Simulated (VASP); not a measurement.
# AlN in VASP: a series of runs, part 2 of 2

VASP 6.6.1. Earlier steps stand in the parts before.

**4. Single point, PBE (epitaxial 111 strain -3.0%)**

Input file INCAR:

```
PREC = Accurate ; ENCUT = 520
EDIFF = 1E-6 ; ISMEAR = -1
SIGMA = 0.02 ; LREAL = False
LASPH = True ; NELM = 80
ALGO = Normal ; ISIF = 2
LWAVE = False ; LCHARG = True
GGA = PE ; LELF = True
LVHAR = True ; NBANDS = 11
```

Input file KPOINTS:

```
regular mesh
0
Gamma
  10 10 10
```

Input file POSCAR:

```
AlN
1.0
    0.0461478504      2.0044502490      2.0044502490
    2.0044502490      0.0461478504      2.0044502490
    2.0044502490      2.0044502490      0.0461478504
Al N
1 1
Direct
    0.0000000000      0.0000000000      0.0000000000
    0.5000000000      0.5000000000      0.5000000000
```

Potentials or basis: VASP PAW PBE potentials, release 64 (Al, N).

On the command line:

```bash
cat potpaw_PBE.64/Al/POTCAR potpaw_PBE.64/N/POTCAR > POTCAR
mpirun -np 1 vasp_std > vasp.out
```

OUTCAR:

```text
PREC = Accurate
   ENCUT = 520
   EDIFF = 1E-6
   ISMEAR = -1
   LREAL = False
   LASPH = True
   NELM = 80
   ISIF = 2
   GGA = PE

 ion  position               nearest neighbor table
   1  0.000  0.000  0.000-   2 1.98   2 1.98   2 1.98   2 1.98   2 1.98   2 1.98
   2  0.500  0.500  0.500-   1 1.98   1 1.98   1 1.98   1 1.98   1 1.98   1 1.98

  LATTYP: Found a trigonal (rhomboedric) cell.
 ALAT       =     2.8350963344
 COS(alpha) =     0.5228841209

  Lattice vectors:

 A1 = (   0.0461478504,   2.0044502490,   2.0044502490)
 A2 = (   2.0044502490,   0.0461478504,   2.0044502490)
 A3 = (   2.0044502490,   2.0044502490,   0.0461478504)

Analysis of symmetry for initial positions (statically):
=====================================================================
 Subroutine PRICEL returns:
 Original cell was already a primitive cell.

 Routine SETGRP: Setting up the symmetry group for a
 trigonal (rhombohedral) supercell.

 Subroutine GETGRP returns: Found 12 space group operations
 (whereof 12 operations were pure point group operations)
 out of a pool of 12 trial point group operations.

The static configuration has the point symmetry D_3d.

Analysis of symmetry for dynamics (positions and initial velocities):
=====================================================================
 Subroutine PRICEL returns:
 Original cell was already a primitive cell.

 Routine SETGRP: Setting up the symmetry group for a
 trigonal (rhombohedral) supercell.

 Subroutine GETGRP returns: Found 12 space group operations
 (whereof 12 operations were pure point group operations)
 out of a pool of 12 trial point group operations.

The dynamic configuration has the point symmetry D_3d.

 Subroutine INISYM returns: Found 12 space group operations
 (whereof 12 operations are pure point group operations),
 and found     1 'primitive' translations

----------------------------------------------------------------------------------------

                                     Primitive cell

  volume of cell :      15.5509

  direct lattice vectors                    reciprocal lattice vectors
     0.046147850  2.004450249  2.004450249    -0.258228848  0.252417516  0.252417516
     2.004450249  0.046147850  2.004450249     0.252417516 -0.258228848  0.252417516
     2.004450249  2.004450249  0.046147850     0.252417516  0.252417516 -0.258228848

  length of vectors
     2.835096334  2.835096334  2.835096334     0.440580688  0.440580688  0.440580688

  position of ions in fractional coordinates (direct lattice)
     0.000000000  0.000000000  0.000000000
     0.500000000  0.500000000  0.500000000

  ion indices of the primitive-cell ions
   primitive index   ion index
                 1           1
                 2           2

----------------------------------------------------------------------------------------

 KPOINTS: regular mesh

Automatic generation of k-mesh.
 Grid dimensions read from file:
 generate k-points for:   10   10   10

 Generating k-lattice:

  Cartesian coordinates                     Fractional coordinates (reciprocal lattice)
    -0.025822885  0.025241752  0.025241752     0.100000000 -0.000000000 -0.000000000
     0.025241752 -0.025822885  0.025241752    -0.000000000  0.100000000 -0.000000000
     0.025241752  0.025241752 -0.025822885    -0.000000000 -0.000000000  0.100000000

  Length of vectors
     0.044058069  0.044058069  0.044058069

  Shift w.r.t. Gamma in fractional coordinates (k-lattice)
     0.000000000  0.000000000  0.000000000

 Subroutine IBZKPT returns following result:
 ===========================================

 Found    116 irreducible k-points:

 Following reciprocal coordinates:
            Coordinates               Weight
  0.000000  0.000000  0.000000      1.000000
  0.100000  0.000000 -0.000000      6.000000
  0.200000  0.000000 -0.000000      6.000000
  0.300000  0.000000 -0.000000      6.000000
  0.400000  0.000000 -0.000000      6.000000
  0.500000  0.000000  0.000000      3.000000
[... 16 lines left out ...]
  0.300000  0.300000  0.000000      6.000000
  0.400000  0.300000  0.000000     12.000000
 [... further k-points ...]
   k-points           NKPTS =    116   k-points in BZ     NKDIM =    116   number of bands    NBANDS=     11
   number of dos      NEDOS =    301   number of ions     NIONS =      2
   total plane-waves  NPLWV =  13824
   dimension x,y,z NGX =    24 NGY =   24 NGZ =   24
   dimension x,y,z NGXF=    48 NGYF=   48 NGZF=   48
   ions per type =               1   1
   NGX,Y,Z   is equivalent  to a cutoff of  14.07, 14.07, 14.07 a.u.
   NGXF,Y,Z  is equivalent  to a cutoff of  28.15, 28.15, 28.15 a.u.
 SYSTEM =  unknown system
   PREC   = accura    normal or accurate (medium, high low for compatibility)
   ISTART =      0    job   : 0-new  1-cont  2-samecut
   ICHARG =      2    charge: 1-file 2-atom 10-const
   ISPIN  =      1    spin polarized calculation?
   LNONCOLLINEAR =      F non collinear calculations
   LSORBIT =      F    spin-orbit coupling
   LASPH  =      T    aspherical Exc in radial PAW
   ENCUT  =  520.0 eV  38.22 Ry    6.18 a.u.   5.27  5.27  5.27*2*pi/ulx,y,z
   NELM   =     80;   NELMIN=  2; NELMDL= -5     # of ELM steps
   EDIFF  = 0.1E-05   stopping-criterion for ELM
   LREAL  =      F    real-space projection
   EDIFFG = 0.1E-04   stopping-criterion for IOM
   NSW    =      0    number of steps for IOM
   IBRION =     -1    ionic relax: 0-MD 1-quasi-New 2-CG
   NFREE  =      0    steps in history (QN), initial steepest desc. (CG)
   ISIF   =      2    stress and relaxation
   ISYM   =      2    0-nonsym 1-usesym 2-fastsym
   POTIM  = 0.5000    time-step for ionic-motion
   TEBEG  =    0.0;   TEEND  =   0.0 temperature during run
   PSTRESS=    0.0 pullay stress
   NELECT =       8.0000    total number of electrons
   NUPDOWN=      -1.0000    fix difference up-down
   EMIN   =  10.00;   EMAX   =-10.00  energy-range for DOS
   EFERMI =   0.00;   METHOD = LEGACY
   ISMEAR =    -1;   SIGMA  =   0.02  broadening in eV -4-tet -1-fermi 0-gaus
   EFERMI_NEDOS =   21; number of points for ismear=-14 and -15
   IALGO  =     38    algorithm
   IMIX   =      4    mixing-type and parameters
     AMIX     =   0.40;   BMIX     =  1.00
     AMIX_MAG =   1.60;   BMIX_MAG =  1.00
  volume/ion in A,a.u.               =       7.78        52.47
  Fermi-wavevector in a.u.,A,eV,Ry     =   1.311756  2.478859 23.411588  1.720703
  Thomas-Fermi vector in A             =   2.442195
   LORBIT       =      0    0 simple, 1 ext, 2 COOP (PROOUT), +10 PAW based schemes
   GGA     = PE    functional components
   LHFCALC =     F    Hartree Fock is set to
   AEXX    =    0.0000 exact exchange contribution
   IVDW    =     0    specifies the selected vdW correction
   LEPSILON=     F    determine dielectric tensor
   LRPA    =     F    only Hartree local field effects (RPA)
 non-spin polarized calculation
  energy-cutoff  :      520.00
  volume of cell :       15.55
 maximum number of plane-waves:       427
 NGX is ok and might be reduce to    24
   NGX = 11   NGY = 11   NGZ = 11

 number of electron       8.0000000 magnetization

 Free energy of the ion-electron system (eV)
  ---------------------------------------------------
  ext. energy  EPLUGINS =         0.00000000
  ---------------------------------------------------
  free energy    TOTEN  =       -14.42852326 eV

  energy without entropy =      -14.42852326  energy(sigma->0) =      -14.42852326

 E-fermi :  11.4273     XC(G=0): -12.5736

 val. band max:       10.9528202309   @ k =   0.0000   0.0000   0.0000
 cond. band min:      15.5839094469   @ k =   0.5000   0.5000  -0.0000
 fundamental gap:      4.6310892161
 Fermi energy:        11.4272857930

 k-point     1 :       0.0000    0.0000    0.0000
  band No.  band energies     occupation
      1      -7.3426      2.00000
      2      10.4237      2.00000
      3      10.9528      2.00000
      4      10.9528      2.00000
      5      17.2714      0.00000
      6      22.5083      0.00000
      7      23.5058      0.00000
      8      23.5058      0.00000
      9      28.3611      0.00000
     10      29.0369      0.00000
     11      29.0369      0.00000
[... 309 lines left out ...]
 k-point    24 :       0.4000    0.3000    0.0000
  band No.  band energies     occupation
      1      -4.1171      2.00000
      2       4.7037      2.00000
      3       7.9931      2.00000
      4       8.1330      2.00000
      5      16.8587      0.00000
      6      18.4099      0.00000
      7      23.6333      0.00000
      8      27.0708      0.00000
      9      28.0931      0.00000
     10      33.2586      0.00000
     11      36.5728      0.00000

 [... further k-points ...]
[... 5 lines left out ...]
  --------------------------------------------------------------------------------------
  -------------------------------------------------------------------------------------
  Total        2.2998986      2.2998986      2.2998986     -0.7968011     -0.7968011     -0.7968011
  in kB      236.9538261    236.9538261    236.9538261    -82.0927799    -82.0927799    -82.0927799
  external PRESSURE =     236.9538261 kB  Pullay stress =       0.0000000 kB

 VOLUME and BASIS-vectors are now :
 -----------------------------------------------------------------------------
  energy-cutoff  :      520.00
  volume of cell :       15.55
      direct lattice vectors                 reciprocal lattice vectors
     0.046147850  2.004450249  2.004450249    -0.258228848  0.252417516  0.252417516
     2.004450249  0.046147850  2.004450249     0.252417516 -0.258228848  0.252417516
     2.004450249  2.004450249  0.046147850     0.252417516  0.252417516 -0.258228848

 POSITION                                       TOTAL-FORCE (eV/Angst)
 -----------------------------------------------------------------------------------
      0.00000      0.00000      0.00000        -0.000000      0.000000     -0.000000
      2.02752      2.02752      2.02752         0.000000     -0.000000      0.000000
 -----------------------------------------------------------------------------------
    total drift:                               -0.000000     -0.000000      0.000000

  FREE ENERGIE OF THE ION-ELECTRON SYSTEM (eV)
  ---------------------------------------------------
  free  energy   TOTEN  =       -14.4285232550 eV

  energy  without entropy=      -14.4285232550  energy(sigma->0) =      -14.42852326
```

OSZICAR:

```text
N       E                     dE             d eps       ncg     rms          rms(c)
DAV:   1     0.103278257475E+02    0.10328E+02   -0.41276E+03  2664   0.629E+02
DAV:   2    -0.155621327758E+02   -0.25890E+02   -0.24766E+02  3127   0.141E+02
DAV:   3    -0.162332383948E+02   -0.67111E+00   -0.67006E+00  3098   0.206E+01
DAV:   4    -0.162357550794E+02   -0.25167E-02   -0.25165E-02  2887   0.135E+00
DAV:   5    -0.162357755923E+02   -0.20513E-04   -0.20513E-04  3005   0.116E-01    0.786E+00
DAV:   6    -0.144563580906E+02    0.17794E+01   -0.72051E+00  2828   0.146E+01    0.284E+00
DAV:   7    -0.144339164657E+02    0.22442E-01   -0.22255E-01  2931   0.334E+00    0.186E+00
DAV:   8    -0.144288387418E+02    0.50777E-02   -0.15000E-02  2726   0.106E+00    0.351E-01
DAV:   9    -0.144284783754E+02    0.36037E-03   -0.14439E-03  2911   0.235E-01    0.158E-01
DAV:  10    -0.144285302492E+02   -0.51874E-04   -0.14149E-04  2855   0.861E-02    0.493E-02
DAV:  11    -0.144285234092E+02    0.68400E-05   -0.22907E-05  2975   0.275E-02    0.747E-03
DAV:  12    -0.144285232550E+02    0.15420E-06   -0.65710E-07  1486   0.706E-03
   1 F= -.14428523E+02 E0= -.14428523E+02  d E =-.992697E-13
```

It took 14 s on 1 thread of Intel Xeon 8259CL, shared host; peak memory 0.15 GiB.

Results:

```
Free energy            : -14.4285 eV
Pressure               : 23.7 GPa
Band gap on the k mesh : 4.63 eV, indirect (least direct gap 6.32 eV)
```

Stress tensor (GPa, compression positive):
```
23.70 -8.21 -8.21
-8.21 23.70 -8.21
-8.21 -8.21 23.70
```

Caveat: the cell differs from its parent crystal (epitaxial 111 strain -3.0%). A k mesh can miss the band edges.

**5. Single point, PBE (epitaxial 111 strain -2.0%)**

Input file INCAR:

```
  PREC = Accurate
  ENCUT = 520
  EDIFF = 1E-6
  ISMEAR = -1
  SIGMA = 0.02
  LREAL = F
  LASPH = T
  NELM = 80
  ALGO = Normal
  ISIF = 2
  LWAVE = F
  LCHARG = F
  GGA = PE
  NBANDS = 11
```

KPOINTS is that of step 4.

Input file POSCAR:

```
AlN
1.0
    0.0307724523      2.0092635354      2.0092635354
    2.0092635354      0.0307724523      2.0092635354
    2.0092635354      2.0092635354      0.0307724523
Al N
1 1
Direct
    0.0000000000      0.0000000000      0.0000000000
    0.5000000000      0.5000000000      0.5000000000
```

On the command line:

```bash
cat potpaw_PBE.64/Al/POTCAR potpaw_PBE.64/N/POTCAR > POTCAR
mpirun -np 1 vasp_std > vasp.out
```

It took 13 s on 1 thread of Intel Xeon 8259CL, shared host; peak memory 0.15 GiB.

The run converged. Its results:

* Free energy: -14.4824 eV
* Pressure: 17.3 GPa
* Band gap on the k mesh: 4.73 eV, indirect (least direct gap 6.14 eV)

Stress tensor (GPa, compression positive):
```
17.33 -5.25 -5.25
-5.25 17.33 -5.25
-5.25 -5.25 17.33
```

Levels at points of the mesh, in eV from the valence-band top:
```tsv
k point	band 2	band 3	band 4	band 5	band 6	band 7
(0.00, 0.00, 0.00)	-0.34	0.00	0.00	6.14	11.75	12.43
(0.50, 0.00, 0.00)	-8.63	-1.43	-1.21	6.16	10.99	11.25
(0.50, 0.50, 0.00)	-7.78	-3.18	-2.85	4.73	5.29	14.41
(0.50, 0.50, 0.50)	-8.86	-1.10	-1.10	6.62	11.60	11.60
```

Caveat: the cell differs from its parent crystal (epitaxial 111 strain -2.0%). A k mesh can miss the band edges.

**6. Single point, PBE (epitaxial 111 strain -1.0%)**

Input file INCAR:

```
ALGO = Normal
EDIFF = 1E-7
ENCUT = 520
GGA = PE
ISIF = 2
ISMEAR = -1
LASPH = True
LCHARG = False
LREAL = False
LWAVE = False
NBANDS = 11
NELM = 100
PREC = Accurate
SIGMA = 0.02
```

Input file KPOINTS:

```
k-points
0
Gamma
  10 10 10
```

Input file POSCAR:

```
AlN
1.0
    0.0153903006      2.0140700682      2.0140700682
    2.0140700682      0.0153903006      2.0140700682
    2.0140700682      2.0140700682      0.0153903006
Al N
1 1
Direct
    0.0000000000      0.0000000000      0.0000000000
    0.5000000000      0.5000000000      0.5000000000
```

Potentials or basis: VASP PAW PBE potentials, release 64 (Al, N).

On the command line:

```bash
cat potpaw_PBE.64/Al/POTCAR potpaw_PBE.64/N/POTCAR > POTCAR
mpirun -np 1 vasp_std > vasp.out
```

It took 15 s on 1 thread of Intel Xeon 8259CL, shared host; peak memory 0.14 GiB.

The run converged. Its results:

```yaml
Free_energy: -14.5186 eV
Pressure: 11.5 GPa
Band_gap_on_the_k_mesh: 4.74 eV, indirect (least direct gap 5.95 eV)
```

Stress tensor (GPa, compression positive):
```
11.48 -2.51 -2.51
-2.51 11.48 -2.51
-2.51 -2.51 11.48
```

Levels at points of the mesh, in eV from the valence-band top:
| k point | band 2 | band 3 | band 4 | band 5 | band 6 | band 7 |
| --- | --- | --- | --- | --- | --- | --- |
| (0.00, 0.00, 0.00) | -0.17 | 0.00 | 0.00 | 5.95 | 11.96 | 12.30 |
| (0.50, 0.00, 0.00) | -8.48 | -1.25 | -1.15 | 6.17 | 11.01 | 11.14 |
| (0.50, 0.50, 0.00) | -7.59 | -2.99 | -2.83 | 4.74 | 5.25 | 14.27 |
| (0.50, 0.50, 0.50) | -8.59 | -1.09 | -1.09 | 6.39 | 11.31 | 11.31 |

Caveat: the cell differs from its parent crystal (epitaxial 111 strain -1.0%). A k mesh can miss the band edges.

**7. Summary**

| level | cell | smearing | gap on the mesh (eV) | pressure (GPa) |
| --- | --- | --- | --- | --- |
| r2SCAN | a = 2.855 Å, angles 60.0°, 2 atoms | gaussian 0.01 eV | 5.53 | -0.8 |
| PBE | a = 2.829 Å, angles 58.0°, 2 atoms | fermi-dirac 0.02 eV | 4.49 | 30.6 |
| PBE | a = 2.835 Å, angles 58.5°, 2 atoms | fermi-dirac 0.02 eV | 4.63 | 23.7 |
| PBE | a = 2.842 Å, angles 59.0°, 2 atoms | fermi-dirac 0.02 eV | 4.73 | 17.3 |
| PBE | a = 2.848 Å, angles 59.5°, 2 atoms | fermi-dirac 0.02 eV | 4.74 | 11.5 |

Alike in all rows: task single point; potentials or basis VASP PAW PBE potentials, release 64 (Al, N); no spin polarisation; k mesh 10 × 10 × 10; cutoff (eV) 520.

Caveats: the PAW data sets were made with another functional, which shifts forces and pressure a little (some runs).

Total energies depend on the potentials used, so only differences within one code and one set of settings carry meaning.
